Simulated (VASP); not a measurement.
A run of VASP 6.6.1 is set up as follows.

INCAR

```
PREC     = Accurate       # precision mode
ENCUT    = 600            # plane-wave cutoff, eV
EDIFF    = 1E-6           # SCF threshold, eV
ISMEAR   = 0              # smearing method
SIGMA    = 0.1            # smearing width, eV
LREAL    = F              # projectors in reciprocal space
LASPH    = T              # aspherical terms in the spheres
NELM     = 80             # most SCF steps
ALGO     = Fast           # electronic algorithm
ISIF     = 3              # what is computed and relaxed
LWAVE    = F              # write WAVECAR
LCHARG   = F              # write CHGCAR
GGA      = PE             # functional
IBRION   = 2              # ionic algorithm
NSW      = 90             # ionic steps
EDIFFG   = -0.04          # ionic threshold
```

File KPOINTS:

```
Automatic mesh
0
Gamma
  4 4 4
```

The input POSCAR:

```
HfBe2Si2
1.0
    3.9173180900      0.0000000000      0.0000000000
    0.0000000000      3.9173180900      0.0000000000
    0.0000000000      0.0000000000      4.3151618400
Hf Be Si
1 2 2
Direct
    0.0000000000      0.0000000000      0.5000000000
    0.5000000000      0.5000000000      0.5000000000
    0.0000000000      0.0000000000      0.0000000000
    0.0000000000      0.5000000000      0.5000000000
    0.5000000000      0.0000000000      0.5000000000
```

Potentials or basis: VASP PAW PBE potentials, release 64 (Hf_pv, Be, Si).

Launch:

```sh
$ cat potpaw_PBE.64/Hf_pv/POTCAR potpaw_PBE.64/Be/POTCAR potpaw_PBE.64/Si/POTCAR > POTCAR
$ mpirun -np 1 vasp_std > vasp.out
```

(1) What does it give for the band gap on the k mesh?

(2) Estimate the space group after relaxing (to 0.05 Å).

(3) Predict the relaxed volume.

Results:

(1) zero (band 11 reaches 2.36 eV, above the bottom of band 12 at 1.57 eV).

(2) P4/mmm (No. 123).

(3) 25.40 Å³/atom.

Caveat: the k points lie up to 0.31 Å⁻¹ apart in the final cell; the volume moved by over 15 % at a fixed basis, so the end points are rough; spin-orbit coupling is left out, which moves the levels of the heavy elements.
